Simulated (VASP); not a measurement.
Input of a VASP 6.6.1 run:

Contents of POSCAR:

```
HfN
1.0
    0.0000000000      2.4458088211      2.4458088211
    2.8126801443      0.0000000000      2.4458088211
    2.8126801443      2.4458088211      0.0000000000
Hf N
1 1
Direct
    0.0000000000      0.0000000000      0.0000000000
    0.7500000000      0.7500000000      0.7500000000
```

Contents of INCAR.step1:

```
SYSTEM = HfN
  PREC = Accurate
  ENCUT = 520
  ISMEAR = 0
  SIGMA = 0.15
  LREAL = .FALSE.
  LASPH = .TRUE.
  NELM = 100
  NBANDS = 14
  GGA = PE
  ALGO = Normal
  EDIFF = 1E-4
  LWAVE = .TRUE.
  LCHARG = .FALSE.
```

Contents of INCAR.step2:

```
SYSTEM = HfN
  PREC = Accurate
  ENCUT = 520
  EDIFF = 1E-6
  ISMEAR = 0
  SIGMA = 0.15
  LREAL = .FALSE.
  LASPH = .TRUE.
  NELM = 100
  ALGO = Normal
  ISIF = 2
  LWAVE = .FALSE.
  LCHARG = .FALSE.
  METAGGA = R2SCAN
  LMIXTAU = .TRUE.
  NBANDS = 14
  ISTART = 1
```

Contents of KPOINTS:

```
Automatic mesh
0
G
  22 22 22
  0 0 0
```

Potentials or basis: VASP PAW PBE potentials, release 64 (Hf_pv, N).

The run is started by

```sh
$ cat potpaw_PBE.64/Hf_pv/POTCAR potpaw_PBE.64/N/POTCAR > POTCAR
$ cp INCAR.step1 INCAR
$ mpirun -np 1 vasp_std > vasp.out
$ cp INCAR.step2 INCAR
$ mpirun -np 1 vasp_std > vasp.out
```

Estimate the pressure.

-23.1 GPa.

Predict the band gap on the k mesh.

zero (an odd number of electrons rules out a gap without spin polarisation).

Stress tensor (GPa, compression positive):
```
-39.33   0.00   0.00
  0.00 -14.98   0.00
  0.00   0.00 -14.98
```

Caveat: the cell differs from its parent crystal (strain +0.1500 x Voigt [1, 0, 0, 0, 0, 0]); the stress differs along the axes, from -39 to -15 GPa; the PAW data sets were made with another functional, which shifts forces and pressure a little; spin-orbit coupling is left out, which moves the levels of the heavy elements; an odd number of electrons without spin polarisation forces a metal; a magnetic or distorted state may lie lower.
